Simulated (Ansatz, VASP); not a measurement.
## One calculation of Sb2Pt, two programs

```
Sb Pt
1.0
     6.55323    0.00000    0.00000
     0.00000    6.55323    0.00000
     0.00000    0.00000    6.55323
Sb Pt
8 4
Direct
  0.37491 0.37491 0.37491
  0.12509 0.62509 0.87491
  0.87491 0.12509 0.62509
  0.62509 0.87491 0.12509
  0.62509 0.62509 0.62509
  0.87491 0.37491 0.12509
  0.12509 0.87491 0.37491
  0.37491 0.12509 0.87491
  0.00000 0.00000 0.00000
  0.50000 0.00000 0.50000
  0.50000 0.50000 0.00000
  0.00000 0.50000 0.50000
```

Alike in both runs: functional PBE; k mesh 6 × 6 × 6; occupations gaussian, width 0.1 eV; no spin polarisation.

Ansatz relaxed the structure, and its values are those at the end. VASP's run is a single point on that final structure, the one shown.

|  | VASP | Ansatz |
| --- | --- | --- |
| version | VASP 6.6.1 | Ansatz 0.2.0 |
| potentials or method | VASP PAW PBE potentials, release 64 (Sb, Pt), cutoff 520 eV | scalar-relativistic, plane waves, PAW |
| valence electrons in the cell | 80 | 192 |

|  | VASP | Ansatz | Ansatz less VASP |
| --- | --- | --- | --- |
| gap on the k mesh at the Fermi level (eV) | none | none | - |
| pressure (GPa) | -0.3 | 0.0 | +0.32 |
| rms of the force components (eV/Å) | 0.011 | 0.000 | -0.0106 |

A gap of «none» marks a metal or a gap that the smearing closes. The functional is the same, so the differences come from potentials, cutoffs and numerics. VASP's potentials hold 80 valence electrons a cell and Ansatz's 192, so a difference there can come from the potentials and not from the codes.

Spin-orbit coupling is off throughout.
